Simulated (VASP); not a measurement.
# TiSi (Fm-3m) in VASP: further runs

Runs on TiSi. Level: r2SCAN. Tasks: single point.

Everything below comes from runs of VASP 6.6.1. Logs are shortened: lines on timing, memory, paths and dates and some standing lists are left out, and cuts for length are marked.

### Step 1. The cell of the first run

The structure is cubic, space group Fm-3m (No. 225). Conventional cell: a = 4.747 Å, b = 4.747 Å, c = 4.747 Å, α = 90.00°, β = 90.00°, γ = 90.00°. Ti (site symmetry m-3m) has 6 Si at 2.37 Å within 3.1 Å. Within 3.1 Å of Si (site symmetry m-3m) lie 6 Ti at 2.37 Å.

### Step 2. Single point, r2SCAN

The input, POSCAR:

```
TiSi
1.0
    0.0000000000      2.3732924536      2.3732924536
    2.3732924536      0.0000000000      2.3732924536
    2.3732924536      2.3732924536      0.0000000000
Ti Si
1 1
Direct
    0.0000000000      0.0000000000      0.0000000000
    0.5000000000      0.5000000000      0.5000000000
```

The input, INCAR.step1:

```
PREC     = Accurate       # precision mode
ENCUT    = 520            # plane-wave cutoff, eV
ISMEAR   = 0              # smearing method
SIGMA    = 0.1            # smearing width, eV
LREAL    = F              # projectors in reciprocal space
LASPH    = T              # aspherical terms in the spheres
NELM     = 100            # most SCF steps
NBANDS   = 15             # bands
GGA      = PE             # functional
ALGO     = Normal         # electronic algorithm
EDIFF    = 1E-4           # SCF threshold, eV
LWAVE    = T              # write WAVECAR
LCHARG   = F              # write CHGCAR
```

The input, INCAR.step2:

```
PREC     = Accurate       # precision mode
ENCUT    = 520            # plane-wave cutoff, eV
EDIFF    = 1E-6           # SCF threshold, eV
ISMEAR   = 0              # smearing method
SIGMA    = 0.1            # smearing width, eV
LREAL    = F              # projectors in reciprocal space
LASPH    = T              # aspherical terms in the spheres
NELM     = 100            # most SCF steps
ALGO     = Normal         # electronic algorithm
ISIF     = 2              # what is computed and relaxed
LWAVE    = F              # write WAVECAR
LCHARG   = T              # write CHGCAR
METAGGA  = R2SCAN         # meta-GGA
LMIXTAU  = T            
LELF     = T              # ELF
LVHAR    = T            
NBANDS   = 15             # bands
ISTART   = 1
```

The input, KPOINTS:

```
regular mesh
0
Gamma
  6 6 6
```

Potentials or basis: VASP PAW PBE potentials, release 64 (Ti_sv, Si).

On the command line:

```
$ cat potpaw_PBE.64/Ti_sv/POTCAR potpaw_PBE.64/Si/POTCAR > POTCAR
$ cp INCAR.step1 INCAR
$ mpirun -np 1 vasp_std > vasp.out
$ cp INCAR.step2 INCAR
$ mpirun -np 1 vasp_std > vasp.out
```

OUTCAR:

```text
PREC = Accurate
   ENCUT = 520
   EDIFF = 1E-6
   ISMEAR = 0
   LREAL = F
   LASPH = T
   NELM = 100
   ISIF = 2
   METAGGA = R2SCAN
   ISTART = 1

 ion  position               nearest neighbor table
   1  0.000  0.000  0.000-   2 2.37   2 2.37   2 2.37   2 2.37   2 2.37   2 2.37
   2  0.500  0.500  0.500-   1 2.37   1 2.37   1 2.37   1 2.37   1 2.37   1 2.37

  LATTYP: Found a face centered cubic cell.
 ALAT       =     4.7465849072

  Lattice vectors:

 A1 = (   0.0000000000,   2.3732924536,   2.3732924536)
 A2 = (   2.3732924536,   0.0000000000,   2.3732924536)
 A3 = (   2.3732924536,   2.3732924536,   0.0000000000)

Analysis of symmetry for initial positions (statically):
=====================================================================
 Subroutine PRICEL returns:
 Original cell was already a primitive cell.

 Routine SETGRP: Setting up the symmetry group for a
 face centered cubic supercell.

 Subroutine GETGRP returns: Found 48 space group operations
 (whereof 48 operations were pure point group operations)
 out of a pool of 48 trial point group operations.

The static configuration has the point symmetry O_h .

Analysis of symmetry for dynamics (positions and initial velocities):
=====================================================================
 Subroutine PRICEL returns:
 Original cell was already a primitive cell.

 Routine SETGRP: Setting up the symmetry group for a
 face centered cubic supercell.

 Subroutine GETGRP returns: Found 48 space group operations
 (whereof 48 operations were pure point group operations)
 out of a pool of 48 trial point group operations.

The dynamic configuration has the point symmetry O_h .

 Subroutine INISYM returns: Found 48 space group operations
 (whereof 48 operations are pure point group operations),
 and found     1 'primitive' translations

----------------------------------------------------------------------------------------

                                     Primitive cell

  volume of cell :      26.7352

  direct lattice vectors                    reciprocal lattice vectors
     0.000000000  2.373292454  2.373292454    -0.210677786  0.210677786  0.210677786
     2.373292454  0.000000000  2.373292454     0.210677786 -0.210677786  0.210677786
     2.373292454  2.373292454  0.000000000     0.210677786  0.210677786 -0.210677786

  length of vectors
     3.356342375  3.356342375  3.356342375     0.364904630  0.364904630  0.364904630

  position of ions in fractional coordinates (direct lattice)
     0.000000000  0.000000000  0.000000000
     0.500000000  0.500000000  0.500000000

  ion indices of the primitive-cell ions
   primitive index   ion index
                 1           1
                 2           2

----------------------------------------------------------------------------------------

 KPOINTS: regular mesh

Automatic generation of k-mesh.
 Grid dimensions read from file:
 generate k-points for:    6    6    6

 Generating k-lattice:

  Cartesian coordinates                     Fractional coordinates (reciprocal lattice)
    -0.035112964  0.035112964  0.035112964     0.166666667  0.000000000  0.000000000
     0.035112964 -0.035112964  0.035112964     0.000000000  0.166666667  0.000000000
     0.035112964  0.035112964 -0.035112964     0.000000000  0.000000000  0.166666667

  Length of vectors
     0.060817438  0.060817438  0.060817438

  Shift w.r.t. Gamma in fractional coordinates (k-lattice)
     0.000000000  0.000000000  0.000000000

 Subroutine IBZKPT returns following result:
 ===========================================

 Found     16 irreducible k-points:

 Following reciprocal coordinates:
            Coordinates               Weight
  0.000000  0.000000  0.000000      1.000000
  0.166667  0.000000  0.000000      8.000000
  0.333333  0.000000  0.000000      8.000000
  0.500000  0.000000  0.000000      4.000000
  0.166667  0.166667  0.000000      6.000000
  0.333333  0.166667  0.000000     24.000000
[... 8 lines left out ...]
 -0.333333  0.333333  0.166667     24.000000
 -0.333333  0.500000  0.166667     12.000000
   k-points           NKPTS =     16   k-points in BZ     NKDIM =     16   number of bands    NBANDS=     15
   number of dos      NEDOS =    301   number of ions     NIONS =      2
   total plane-waves  NPLWV =  21952
   dimension x,y,z NGX =    28 NGY =   28 NGZ =   28
   dimension x,y,z NGXF=    56 NGYF=   56 NGZF=   56
   ions per type =               1   1
   NGX,Y,Z   is equivalent  to a cutoff of  13.87, 13.87, 13.87 a.u.
   NGXF,Y,Z  is equivalent  to a cutoff of  27.74, 27.74, 27.74 a.u.
 SYSTEM =  unknown system
   PREC   = accura    normal or accurate (medium, high low for compatibility)
   ISTART =      1    job   : 0-new  1-cont  2-samecut
   ICHARG =      0    charge: 1-file 2-atom 10-const
   ISPIN  =      1    spin polarized calculation?
   LNONCOLLINEAR =      F non collinear calculations
   LSORBIT =      F    spin-orbit coupling
   LASPH  =      T    aspherical Exc in radial PAW
   ENCUT  =  520.0 eV  38.22 Ry    6.18 a.u.   6.24  6.24  6.24*2*pi/ulx,y,z
   NELM   =    100;   NELMIN=  2; NELMDL=  0     # of ELM steps
   EDIFF  = 0.1E-05   stopping-criterion for ELM
   LREAL  =      F    real-space projection
   EDIFFG = 0.1E-04   stopping-criterion for IOM
   NSW    =      0    number of steps for IOM
   IBRION =     -1    ionic relax: 0-MD 1-quasi-New 2-CG
   NFREE  =      0    steps in history (QN), initial steepest desc. (CG)
   ISIF   =      2    stress and relaxation
   ISYM   =      2    0-nonsym 1-usesym 2-fastsym
   POTIM  = 0.5000    time-step for ionic-motion
   TEBEG  =    0.0;   TEEND  =   0.0 temperature during run
   PSTRESS=    0.0 pullay stress
   NELECT =      16.0000    total number of electrons
   NUPDOWN=      -1.0000    fix difference up-down
   EMIN   =  10.00;   EMAX   =-10.00  energy-range for DOS
   EFERMI =   0.00;   METHOD = LEGACY
   ISMEAR =     0;   SIGMA  =   0.10  broadening in eV -4-tet -1-fermi 0-gaus
   EFERMI_NEDOS =   21; number of points for ismear=-14 and -15
   IALGO  =     38    algorithm
   IMIX   =      4    mixing-type and parameters
     AMIX     =   0.40;   BMIX     =  1.00
     AMIX_MAG =   1.60;   BMIX_MAG =  1.00
  volume/ion in A,a.u.               =      13.37        90.21
  Fermi-wavevector in a.u.,A,eV,Ry     =   1.379601  2.607068 25.895962  1.903300
  Thomas-Fermi vector in A             =   2.504556
   LORBIT       =      0    0 simple, 1 ext, 2 COOP (PROOUT), +10 PAW based schemes
   METAGGA = R2SCAN    functional components
   LHFCALC =     F    Hartree Fock is set to
   AEXX    =    0.0000 exact exchange contribution
   IVDW    =     0    specifies the selected vdW correction
   LEPSILON=     F    determine dielectric tensor
   LRPA    =     F    only Hartree local field effects (RPA)
 non-spin polarized calculation
 Gauss-broadening in eV      SIGMA  =   0.10
  energy-cutoff  :      520.00
  volume of cell :       26.74
 maximum number of plane-waves:       745
 NGX is ok and might be reduce to    28
   NGX = 13   NGY = 13   NGZ = 13

 number of electron      16.0000001 magnetization

 Free energy of the ion-electron system (eV)
  ---------------------------------------------------
  ext. energy  EPLUGINS =         0.00000000
  ---------------------------------------------------
  free energy    TOTEN  =       -22.04208555 eV

  energy without entropy =      -22.03951193  energy(sigma->0) =      -22.04079874

 E-fermi :  10.8902     XC(G=0): -12.9277

 val. band max:       10.7206258906   @ k =   0.0000   0.0000   0.0000
 cond. band min:      10.9376293592   @ k =   0.3333   0.3333   0.0000
 fundamental gap:      0.2170034687
 Fermi energy:        10.8901974675

 k-point     1 :       0.0000    0.0000    0.0000
  band No.  band energies     occupation
      1     -47.8199      2.00000
      2     -23.0513      2.00000
      3     -23.0513      2.00000
      4     -23.0513      2.00000
      5      -1.0931      2.00000
      6      10.7206      1.98353
      7      10.7206      1.98353
      8      10.7206      1.98352
      9      11.0675      0.01218
     10      11.0675      0.01218
     11      15.1967      0.00000
     12      15.1967      0.00000
     13      15.1967      0.00000
     14      21.6026      0.00000
     15      24.3221      0.00000

 k-point     2 :       0.1667    0.0000    0.0000
  band No.  band energies     occupation
      1     -47.8128      2.00000
      2     -23.1161      2.00000
      3     -23.0591      2.00000
      4     -23.0591      2.00000
      5      -0.4719      2.00000
      6       9.5193      2.00000
      7      10.0712      2.00000
      8      10.0712      2.00000
      9      11.2665      0.00000
     10      11.2665      0.00000
     11      14.6587      0.00000
     12      16.6149      0.00000
     13      16.6149      0.00000
     14      20.9764      0.00000
     15      23.7006      0.00000

 k-point     3 :       0.3333    0.0000    0.0000
  band No.  band energies     occupation
      1     -47.7986      2.00000
      2     -23.2434      2.00000
      3     -23.0748      2.00000
      4     -23.0748      2.00000
      5       1.2425      2.00000
      6       6.8724      2.00000
      7       8.9341      2.00000
      8       8.9341      2.00000
      9      12.4492      0.00000
     10      12.4492      0.00000
     11      14.3168      0.00000
     12      18.6072      0.00000
     13      18.7745      0.00000
     14      18.7745      0.00000
     15      21.5277      0.00000
[... 199 lines left out ...]
 k-point    15 :      -0.3333    0.3333    0.1667
  band No.  band energies     occupation
      1     -47.7849      2.00000
      2     -23.2424      2.00000
      3     -23.1759      2.00000
      4     -23.1189      2.00000
      5       3.2451      2.00000
      6       6.0819      2.00000
      7       7.3924      2.00000
      8       8.8188      2.00000
      9      12.9649      0.00000
     10      13.2775      0.00000
     11      13.8823      0.00000
     12      15.3722      0.00000
     13      16.0276      0.00000
     14      20.8052      0.00000
     15      22.3583      0.00000

 k-point    16 :      -0.3333    0.5000    0.1667
  band No.  band energies     occupation
      1     -47.7828      2.00000
      2     -23.2404      2.00000
      3     -23.1728      2.00000
      4     -23.1440      2.00000
      5       3.0711      2.00000
      6       6.7594      2.00000
      7       7.5216      2.00000
      8       8.9226      2.00000
      9      12.7896      0.00000
     10      13.5652      0.00000
     11      13.8618      0.00000
     12      13.9093      0.00000
     13      15.2176      0.00000
     14      21.7025      0.00000
     15      22.0317      0.00000

------------------------ aborting loop because EDIFF is reached ----------------------------------------

  FORCE on cell =-STRESS in cart. coord.  units (eV):
  Direction    XX          YY          ZZ          XY          YZ          ZX
  --------------------------------------------------------------------------------------
  -------------------------------------------------------------------------------------
  Total        6.0514009      6.0514009      6.0514009      0.0000000     -0.0000000     -0.0000000
  in kB      362.6458693    362.6458693    362.6458693      0.0000000     -0.0000000     -0.0000000
  external PRESSURE =     362.6458693 kB  Pullay stress =       0.0000000 kB

 VOLUME and BASIS-vectors are now :
 -----------------------------------------------------------------------------
  energy-cutoff  :      520.00
  volume of cell :       26.74
      direct lattice vectors                 reciprocal lattice vectors
     0.000000000  2.373292454  2.373292454    -0.210677786  0.210677786  0.210677786
     2.373292454  0.000000000  2.373292454     0.210677786 -0.210677786  0.210677786
     2.373292454  2.373292454  0.000000000     0.210677786  0.210677786 -0.210677786

 POSITION                                       TOTAL-FORCE (eV/Angst)
 -----------------------------------------------------------------------------------
      0.00000      0.00000      0.00000         0.000000      0.000000     -0.000000
      2.37329      2.37329      2.37329         0.000000      0.000000      0.000000
 -----------------------------------------------------------------------------------
    total drift:                               -0.000000     -0.000000      0.000000

  FREE ENERGIE OF THE ION-ELECTRON SYSTEM (eV)
  ---------------------------------------------------
  free  energy   TOTEN  =       -22.0420855514 eV

  energy  without entropy=      -22.0395119336  energy(sigma->0) =      -22.04079874
```

Run time: 60 s. Hardware: 1 thread of Intel Xeon Platinum 8259CL at 2.50GHz (Skylake/Cascade Lake), shared host; peak memory 0.16 GiB.

Results:

| Property | Result |
| --- | --- |
| Free energy | -22.0421 eV |
| Pressure | 36.3 GPa |
| Band gap on the k mesh | zero (bands 8 and 9 overlap by 0.86 eV) |

Caveat: the k points lie up to 0.38 Å⁻¹ apart, too coarse for converged energies and pressures of a metal; the PAW data sets were made with another functional, which shifts forces and pressure a little.

(Part 1 of 2 ends here.)

The gap in the log of VASP goes by the Fermi energy; the results here count the filled bands.